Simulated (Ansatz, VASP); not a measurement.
TiPd3: VASP beside Ansatz

```
Ti Pd
1.0
     3.82000    0.00000    0.00000
     0.00000    3.82000    0.00000
     0.00000    0.00000    3.82000
Ti Pd
1 3
Direct
  0.00000 0.00000 0.00000
  0.00000 0.50000 0.50000
  0.50000 0.00000 0.50000
  0.50000 0.50000 0.00000
```

Alike in both runs: task single point; functional LDA; k mesh 11 × 11 × 11; occupations fermi-dirac, width 0.05 eV; no spin polarisation.

|  | VASP | Ansatz |
| --- | --- | --- |
| version | VASP 6.6.1 | Ansatz 0.2.0 |
| potentials or method | VASP PAW LDA potentials, release 64 (Ti_sv, Pd), cutoff 520 eV | all-electron LAPW, scalar-relativistic |

Ansatz gave:

| Property | Result |
| --- | --- |
| pressure (GPa) | 2.3 |

Estimate VASP's values.

pressure (GPa): 2.7.

LDA's correlation is that of Perdew and Zunger in VASP and of Perdew and Wang (1992) in Ansatz. Ansatz ran all-electron here, and VASP with PAW potentials.
